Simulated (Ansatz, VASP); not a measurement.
## Na2S: VASP beside Ansatz

Contents of INCAR:

```
SYSTEM = Na2S
PREC     = Accurate       ! precision mode
ENCUT    = 400            ! plane-wave cutoff, eV
EDIFF    = 1E-8           ! SCF threshold, eV
ISMEAR   = -1             ! smearing method
SIGMA    = 0.02           ! smearing width, eV
LREAL    = .False.        ! projectors in reciprocal space
LASPH    = .True.         ! aspherical terms in the spheres
NELM     = 120            ! most SCF steps
ALGO     = Normal         ! electronic algorithm
ISIF     = 2              ! what is computed and relaxed
LWAVE    = .False.        ! write WAVECAR
LCHARG   = .False.        ! write CHGCAR
GGA      = PS             ! functional
LEFG     = .True.       
NBANDS   = 17             ! bands
GGA_COMPAT= .False.
```

Contents of KPOINTS:

```
regular mesh
0
Gamma
  8 8 8
  0 0 0
```

The input POSCAR:

```
Na2S
1.0
    0.0000000000      3.2411000113      3.2411000113
    3.2411000113      0.0000000000      3.2411000113
    3.2411000113      3.2411000113      0.0000000000
Na S
2 1
Direct
    0.2500000000      0.2500000000      0.2500000000
    0.7500000000      0.7500000000      0.7500000000
    0.0000000000      0.0000000000      0.0000000000
```

Input for Ansatz:

```yaml
crystal:
  lattice:
    - [0.0, 3.2411000113, 3.2411000113]
    - [3.2411000113, 0.0, 3.2411000113]
    - [3.2411000113, 3.2411000113, 0.0]
  atoms:
    - { symbol: Na, position: [0.25, 0.25, 0.25] }
    - { symbol: Na, position: [0.75, 0.75, 0.75] }
    - { symbol: S, position: [0.0, 0.0, 0.0] }
kpoints:
  mp_grid: { grid: [8, 8, 8] }
scf:
  occupations: { method: fermi_dirac, width: 0.02 }
hamiltonian:
  xc: pbesol
  pseudopotentials: { kind: paw }
output:
  forces: true
  stress: true
  eigenvalues: true
  efg: { contact_densities: true }
```

Change from the starting cell: volume scaled by 0.98, PAW files.

Alike in both runs: task electric field gradients; functional PBEsol; k mesh 8 × 8 × 8; occupations fermi-dirac, width 0.02 eV; no spin polarisation.

```csv
,VASP,Ansatz
version,VASP 6.6.1,Ansatz 0.2.0
potentials or method,"VASP PAW PBE potentials, release 64 (Na_pv, S)","PAW with Ansatz's default frozen-core files, scalar-relativistic"
plane-wave cutoff (eV),400,420
valence electrons in the cell,20,24
```

|  | VASP | Ansatz | Ansatz less VASP |
| --- | --- | --- | --- |
| gap on the k mesh at the Fermi level (eV) | 2.45 | 2.46 | +0.006 |
| pressure (GPa) | 0.1 | 0.3 | +0.16 |

VASP's potentials were made for PBE, not for PBEsol. With one functional, cell and mesh, what is left measures potentials, basis and numerics. VASP's potentials hold 20 valence electrons a cell and Ansatz's 24, so a difference there can come from the potentials and not from the codes.
